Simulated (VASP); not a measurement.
# Sn (R-3m) in VASP: a series of runs

The runs below take Sn through single point, with LDA.

Everything below comes from runs of VASP 6.6.1. Logs are shortened: lines on timing, memory, paths and dates and some standing lists are left out, and cuts for length are marked.

### Step 1. The cell of the first run

Symmetry: R-3m, No. 166, trigonal system. Conventional cell: a = 4.659 Å, b = 4.659 Å, c = 10.906 Å, α = 90.00°, β = 90.00°, γ = 120.00°. Sn (site symmetry 3m) has 4 Sn at 2.73 to 2.84 Å within 3.6 Å.

### Step 2. Single point, LDA (equal xy, yz and zx shear strains of -3 %)

File INCAR:

```
SYSTEM = Sn
PREC     = Accurate       ! precision mode
ENCUT    = 520            ! plane-wave cutoff, eV
EDIFF    = 1E-6           ! SCF threshold, eV
ISMEAR   = -1             ! smearing method
SIGMA    = 0.03           ! smearing width, eV
LREAL    = .False.        ! projectors in reciprocal space
LASPH    = .True.         ! aspherical terms in the spheres
NELM     = 60             ! most SCF steps
ALGO     = Normal         ! electronic algorithm
ISIF     = 2              ! what is computed and relaxed
LWAVE    = .False.        ! write WAVECAR
LCHARG   = .False.        ! write CHGCAR
GGA      = CA             ! functional
NBANDS   = 21             ! bands
```

File KPOINTS:

```
regular mesh
0
Gamma
  9 9 9
  0 0 0
```

File POSCAR:

```
Sn
1.0
   -0.0973680000      3.1969160000      3.1969160000
    3.1969160000     -0.0973680000      3.1969160000
    3.1969160000      3.1969160000     -0.0973680000
Sn
2
Direct
    0.5000000000      0.5000000000      0.5000000000
    0.7500000000      0.7500000000      0.7500000000
```

Potentials or basis: VASP PAW LDA potentials, release 64 (Sn_d).

Run with:

```console
$ cat potpaw_LDA.64/Sn_d/POTCAR > POTCAR
$ mpirun -np 1 vasp_std > vasp.out
```

OUTCAR:

```text
SYSTEM = Sn
   PREC = Accurate
   ENCUT = 520
   EDIFF = 1E-6
   ISMEAR = -1
   LREAL = .False.
   LASPH = .True.
   NELM = 60
   ISIF = 2
   GGA = CA

 ion  position               nearest neighbor table
   1  0.500  0.500  0.500-   2 2.73   2 2.84   2 2.84   2 2.84
   2  0.750  0.750  0.750-   1 2.73   1 2.84   1 2.84   1 2.84

  LATTYP: Found a trigonal (rhomboedric) cell.
 ALAT       =     4.5221703141
 COS(alpha) =     0.4693254694

  Lattice vectors:

 A1 = (  -0.0973680000,   3.1969160000,   3.1969160000)
 A2 = (   3.1969160000,  -0.0973680000,   3.1969160000)
 A3 = (   3.1969160000,   3.1969160000,  -0.0973680000)

Analysis of symmetry for initial positions (statically):
=====================================================================
 Subroutine PRICEL returns:
 Original cell was already a primitive cell.

 Routine SETGRP: Setting up the symmetry group for a
 trigonal (rhombohedral) supercell.

 Subroutine GETGRP returns: Found 12 space group operations
 (whereof  6 operations were pure point group operations)
 out of a pool of 12 trial point group operations.

The static configuration has the point symmetry C_3v.
 The point group associated with its full space group is D_3d.

Analysis of symmetry for dynamics (positions and initial velocities):
=====================================================================
 Subroutine PRICEL returns:
 Original cell was already a primitive cell.

 Routine SETGRP: Setting up the symmetry group for a
 trigonal (rhombohedral) supercell.

 Subroutine GETGRP returns: Found 12 space group operations
 (whereof  6 operations were pure point group operations)
 out of a pool of 12 trial point group operations.

The dynamic configuration has the point symmetry C_3v.
 The point group associated with its full space group is D_3d.

 Subroutine INISYM returns: Found 12 space group operations
 (whereof  6 operations are pure point group operations),
 and found     1 'primitive' translations

----------------------------------------------------------------------------------------

                                     Primitive cell

  volume of cell :      68.3312

  direct lattice vectors                    reciprocal lattice vectors
    -0.097368000  3.196916000  3.196916000    -0.149430966  0.154125133  0.154125133
     3.196916000 -0.097368000  3.196916000     0.154125133 -0.149430966  0.154125133
     3.196916000  3.196916000 -0.097368000     0.154125133  0.154125133 -0.149430966

  length of vectors
     4.522170314  4.522170314  4.522170314     0.264270178  0.264270178  0.264270178

  position of ions in fractional coordinates (direct lattice)
     0.500000000  0.500000000  0.500000000
     0.750000000  0.750000000  0.750000000

  ion indices of the primitive-cell ions
   primitive index   ion index
                 1           1
                 2           2

----------------------------------------------------------------------------------------

 KPOINTS: regular mesh

Automatic generation of k-mesh.
 Grid dimensions read from file:
 generate k-points for:    9    9    9

 Generating k-lattice:

  Cartesian coordinates                     Fractional coordinates (reciprocal lattice)
    -0.016603441  0.017125015  0.017125015     0.111111111  0.000000000  0.000000000
     0.017125015 -0.016603441  0.017125015     0.000000000  0.111111111  0.000000000
     0.017125015  0.017125015 -0.016603441     0.000000000  0.000000000  0.111111111

  Length of vectors
     0.029363353  0.029363353  0.029363353

  Shift w.r.t. Gamma in fractional coordinates (k-lattice)
     0.000000000  0.000000000  0.000000000

 Subroutine IBZKPT returns following result:
 ===========================================

 Found     85 irreducible k-points:

 Following reciprocal coordinates:
            Coordinates               Weight
  0.000000  0.000000  0.000000      1.000000
  0.111111 -0.000000 -0.000000      6.000000
  0.222222 -0.000000 -0.000000      6.000000
  0.333333  0.000000  0.000000      6.000000
  0.444444 -0.000000 -0.000000      6.000000
  0.111111  0.111111 -0.000000      6.000000
[... 16 lines left out ...]
 -0.333333  0.333333  0.000000      6.000000
  0.444444  0.444444  0.000000      6.000000
 [... further k-points ...]
   k-points           NKPTS =     85   k-points in BZ     NKDIM =     85   number of bands    NBANDS=     21
   number of dos      NEDOS =    301   number of ions     NIONS =      2
   total plane-waves  NPLWV =  46656
   dimension x,y,z NGX =    36 NGY =   36 NGZ =   36
   dimension x,y,z NGXF=    72 NGYF=   72 NGZF=   72
   ions per type =               2
   NGX,Y,Z   is equivalent  to a cutoff of  13.23, 13.23, 13.23 a.u.
   NGXF,Y,Z  is equivalent  to a cutoff of  26.47, 26.47, 26.47 a.u.
 SYSTEM =  Sn
   PREC   = accura    normal or accurate (medium, high low for compatibility)
   ISTART =      0    job   : 0-new  1-cont  2-samecut
   ICHARG =      2    charge: 1-file 2-atom 10-const
   ISPIN  =      1    spin polarized calculation?
   LNONCOLLINEAR =      F non collinear calculations
   LSORBIT =      F    spin-orbit coupling
   LASPH  =      T    aspherical Exc in radial PAW
   ENCUT  =  520.0 eV  38.22 Ry    6.18 a.u.   8.41  8.41  8.41*2*pi/ulx,y,z
   NELM   =     60;   NELMIN=  2; NELMDL= -5     # of ELM steps
   EDIFF  = 0.1E-05   stopping-criterion for ELM
   LREAL  =      F    real-space projection
   EDIFFG = 0.1E-04   stopping-criterion for IOM
   NSW    =      0    number of steps for IOM
   IBRION =     -1    ionic relax: 0-MD 1-quasi-New 2-CG
   NFREE  =      0    steps in history (QN), initial steepest desc. (CG)
   ISIF   =      2    stress and relaxation
   ISYM   =      2    0-nonsym 1-usesym 2-fastsym
   POTIM  = 0.5000    time-step for ionic-motion
   TEBEG  =    0.0;   TEEND  =   0.0 temperature during run
   PSTRESS=    0.0 pullay stress
   NELECT =      28.0000    total number of electrons
   NUPDOWN=      -1.0000    fix difference up-down
   EMIN   =  10.00;   EMAX   =-10.00  energy-range for DOS
   EFERMI =   0.00;   METHOD = LEGACY
   ISMEAR =    -1;   SIGMA  =   0.03  broadening in eV -4-tet -1-fermi 0-gaus
   EFERMI_NEDOS =   21; number of points for ismear=-14 and -15
   IALGO  =     38    algorithm
   IMIX   =      4    mixing-type and parameters
     AMIX     =   0.40;   BMIX     =  1.00
     AMIX_MAG =   1.60;   BMIX_MAG =  1.00
  volume/ion in A,a.u.               =      34.17       230.56
  Fermi-wavevector in a.u.,A,eV,Ry     =   1.215965  2.297842 20.117194  1.478572
  Thomas-Fermi vector in A             =   2.351335
   LORBIT       =      0    0 simple, 1 ext, 2 COOP (PROOUT), +10 PAW based schemes
   GGA     = CA    functional components
   LHFCALC =     F    Hartree Fock is set to
   AEXX    =    0.0000 exact exchange contribution
   IVDW    =     0    specifies the selected vdW correction
   LEPSILON=     F    determine dielectric tensor
   LRPA    =     F    only Hartree local field effects (RPA)
 non-spin polarized calculation
  energy-cutoff  :      520.00
  volume of cell :       68.33
 maximum number of plane-waves:      1857
 NGX is ok and might be reduce to    36
   NGX = 17   NGY = 17   NGZ = 17

 number of electron      27.9999993 magnetization

 Free energy of the ion-electron system (eV)
  ---------------------------------------------------
  ext. energy  EPLUGINS =         0.00000000
  ---------------------------------------------------
  free energy    TOTEN  =        -8.90728574 eV

  energy without entropy =       -8.90652541  energy(sigma->0) =       -8.90690557

 E-fermi :   5.2842     XC(G=0):  -9.1934

 val. band max:        5.2363428208   @ k =   0.1111  -0.0000  -0.0000
 cond. band min:       5.3643497309   @ k =   0.4444  -0.0000  -0.0000
 fundamental gap:      0.1280069101
 Fermi energy:         5.2841666920

 k-point     1 :       0.0000    0.0000    0.0000
  band No.  band energies     occupation
      1     -16.3112      2.00000
      2     -16.2245      2.00000
      3     -16.2245      2.00000
      4     -16.1923      2.00000
      5     -16.1923      2.00000
      6     -15.8988      2.00000
[... 13 lines left out ...]
     20      13.4200      0.00000
     21      13.4210      0.00000

 k-point     2 :       0.1111   -0.0000   -0.0000
  band No.  band energies     occupation
      1     -16.3153      2.00000
      2     -16.2365      2.00000
      3     -16.2231      2.00000
      4     -16.1825      2.00000
      5     -16.1789      2.00000
      6     -15.9064      2.00000
[... 13 lines left out ...]
     20      12.5048      0.00000
     21      12.7316      0.00000

 k-point     3 :       0.2222   -0.0000   -0.0000
  band No.  band energies     occupation
      1     -16.3226      2.00000
      2     -16.2519      2.00000
      3     -16.2191      2.00000
      4     -16.1612      2.00000
      5     -16.1610      2.00000
      6     -15.9168      2.00000
[... 13 lines left out ...]
     20      12.1085      0.00000
     21      12.4778      0.00000

 k-point     4 :       0.3333    0.0000    0.0000
  band No.  band energies     occupation
      1     -16.3277      2.00000
      2     -16.2617      2.00000
      3     -16.2144      2.00000
      4     -16.1505      2.00000
      5     -16.1405      2.00000
      6     -15.9246      2.00000
[... 13 lines left out ...]
     20      12.4993      0.00000
     21      13.0555      0.00000

 k-point     5 :       0.4444   -0.0000   -0.0000
  band No.  band energies     occupation
      1     -16.3297      2.00000
      2     -16.2659      2.00000
      3     -16.2113      2.00000
      4     -16.1472      2.00000
      5     -16.1285      2.00000
      6     -15.9360      2.00000
[... 13 lines left out ...]
     20      13.4870      0.00000
     21      14.1860      0.00000

 k-point     6 :       0.1111    0.1111   -0.0000
  band No.  band energies     occupation
      1     -16.3139      2.00000
      2     -16.2375      2.00000
      3     -16.2335      2.00000
      4     -16.1813      2.00000
      5     -16.1638      2.00000
      6     -15.9288      2.00000
[... 13 lines left out ...]
     20      11.6839      0.00000
     21      13.5333      0.00000

 k-point     7 :       0.2222    0.1111   -0.0000
  band No.  band energies     occupation
      1     -16.3183      2.00000
      2     -16.2542      2.00000
      3     -16.2297      2.00000
      4     -16.1651      2.00000
      5     -16.1410      2.00000
      6     -15.9515      2.00000
[... 13 lines left out ...]
     20      11.9797      0.00000
     21      13.1932      0.00000
[... 291 lines left out ...]
      1     -16.3257      2.00000
      2     -16.2711      2.00000
      3     -16.2323      2.00000
      4     -16.1088      2.00000
      5     -16.0769      2.00000
      6     -16.0297      2.00000
[... 13 lines left out ...]
     20      14.6202      0.00000
     21      14.6362      0.00000

 k-point    21 :       0.4444    0.3333    0.0000
  band No.  band energies     occupation
      1     -16.3306      2.00000
      2     -16.2857      2.00000
      3     -16.2049      2.00000
      4     -16.0980      2.00000
      5     -16.0829      2.00000
      6     -16.0119      2.00000
[... 13 lines left out ...]
     20      14.6054      0.00000
     21      15.2770      0.00000

 k-point    22 :      -0.4444    0.3333   -0.0000
  band No.  band energies     occupation
      1     -16.3383      2.00000
      2     -16.2981      2.00000
      3     -16.1743      2.00000
      4     -16.0917      2.00000
      5     -16.0637      2.00000
      6     -16.0208      2.00000
[... 13 lines left out ...]
     20      14.0810      0.00000
     21      15.5232      0.00000

 k-point    23 :      -0.3333    0.3333    0.0000
  band No.  band energies     occupation
      1     -16.3445      2.00000
      2     -16.2992      2.00000
      3     -16.1658      2.00000
      4     -16.0739      2.00000
      5     -16.0665      2.00000
      6     -16.0382      2.00000
[... 13 lines left out ...]
     20      12.8973      0.00000
     21      15.8553      0.00000

 k-point    24 :       0.4444    0.4444    0.0000
  band No.  band energies     occupation
      1     -16.3311      2.00000
      2     -16.2821      2.00000
      3     -16.1945      2.00000
      4     -16.1373      2.00000
      5     -16.0579      2.00000
      6     -15.9957      2.00000
[... 13 lines left out ...]
     20      15.1286      0.00000
     21      15.5986      0.00000

 [... further k-points ...]
[... 5 lines left out ...]
  --------------------------------------------------------------------------------------
  -------------------------------------------------------------------------------------
  Total       -0.0754771     -0.0754771     -0.0754771      0.6871808      0.6871808      0.6871808
  in kB       -1.7697305     -1.7697305     -1.7697305     16.1124943     16.1124943     16.1124943
  external PRESSURE =      -1.7697305 kB  Pullay stress =       0.0000000 kB

 VOLUME and BASIS-vectors are now :
 -----------------------------------------------------------------------------
  energy-cutoff  :      520.00
  volume of cell :       68.33
      direct lattice vectors                 reciprocal lattice vectors
    -0.097368000  3.196916000  3.196916000    -0.149430966  0.154125133  0.154125133
     3.196916000 -0.097368000  3.196916000     0.154125133 -0.149430966  0.154125133
     3.196916000  3.196916000 -0.097368000     0.154125133  0.154125133 -0.149430966

 POSITION                                       TOTAL-FORCE (eV/Angst)
 -----------------------------------------------------------------------------------
      3.14823      3.14823      3.14823        -0.302026     -0.302026     -0.302026
      4.72235      4.72235      4.72235         0.302026      0.302026      0.302026
 -----------------------------------------------------------------------------------
    total drift:                                0.000000      0.000000      0.000000

  FREE ENERGIE OF THE ION-ELECTRON SYSTEM (eV)
  ---------------------------------------------------
  free  energy   TOTEN  =        -8.9072857355 eV

  energy  without entropy=       -8.9065254097  energy(sigma->0) =       -8.90690557
```

It took 56 s on 1 thread of Intel Xeon Platinum 8488C (Sapphire Rapids), shared host; peak memory 0.23 GiB.

What came out:

```
Free energy            : -8.9073 eV
Pressure               : -0.2 GPa
Largest force          : 0.523 eV/Å
Band gap on the k mesh : zero (band 14 reaches 5.44 eV, above the bottom of band 15 at 5.03 eV)
```

Forces in eV/Å, atoms in the order of the input:
```
Sn  -0.302 -0.302 -0.302
Sn   0.302  0.302  0.302
```

Levels at points of the mesh, in eV from the Fermi level:
| k point | band 12 | band 13 | band 14 | band 15 | band 16 | band 17 |
| --- | --- | --- | --- | --- | --- | --- |
| (0.00, 0.00, 0.00) | -0.75 | 0.16 | 0.16 | 0.18 | 2.04 | 2.04 |

Caveat: the cell differs from its parent crystal (equal xy, yz and zx shear strains of -3 %); spin-orbit coupling is left out, which moves the levels of the heavy elements.

### Step 3. Single point, LDA (equal xy, yz and zx shear strains of +3 %)

File INCAR:

```
SYSTEM = Sn
PREC = Accurate ; ENCUT = 520
EDIFF = 1E-6 ; ISMEAR = -1
SIGMA = 0.03 ; LREAL = .FALSE.
LASPH = .TRUE. ; NELM = 100
ALGO = Normal ; ISIF = 2
LWAVE = .FALSE. ; LCHARG = .FALSE.
GGA = CA ; NBANDS = 21
```

File KPOINTS:

```
regular mesh
0
G
  9 9 9
  0 0 0
```

File POSCAR:

```
Sn
1.0
    0.0973680000      3.2942840000      3.2942840000
    3.2942840000      0.0973680000      3.2942840000
    3.2942840000      3.2942840000      0.0973680000
Sn
2
Direct
    0.5000000000      0.5000000000      0.5000000000
    0.7500000000      0.7500000000      0.7500000000
```

Potentials or basis: VASP PAW LDA potentials, release 64 (Sn_d).

Run with:

```console
$ cat potpaw_LDA.64/Sn_d/POTCAR > POTCAR
$ mpirun -np 1 vasp_std > vasp.out
```

Wall time 66 s (1 thread of Intel Xeon Platinum 8488C (Sapphire Rapids), shared host); peak memory 0.22 GiB.

It converged, with:

```yaml
Free_energy: -8.9109 eV
Pressure: -0.2 GPa
Largest_force: 0.388 eV/Å
Band_gap_on_the_k_mesh: zero (band 14 reaches 5.48 eV, above the bottom of band 15 at 5.19 eV)
```

Forces in eV/Å, atoms in the order of the input:
```
Sn   0.224  0.224  0.224
Sn  -0.224 -0.224 -0.224
```

Stress tensor (GPa, compression positive):
```
-0.17 -1.38 -1.38
-1.38 -0.17 -1.38
-1.38 -1.38 -0.17
```

Levels at points of the mesh, in eV from the Fermi level:
```
           k point  band 11  band 12  band 13  band 14  band 15  band 16  band 17  band 18
(0.00, 0.00, 0.00)   -10.57    -0.76     0.12     0.20     0.20     1.95     2.42     2.42
```

Caveat: the cell differs from its parent crystal (equal xy, yz and zx shear strains of +3 %); spin-orbit coupling is left out, which moves the levels of the heavy elements.

[end of part 1 of 2]
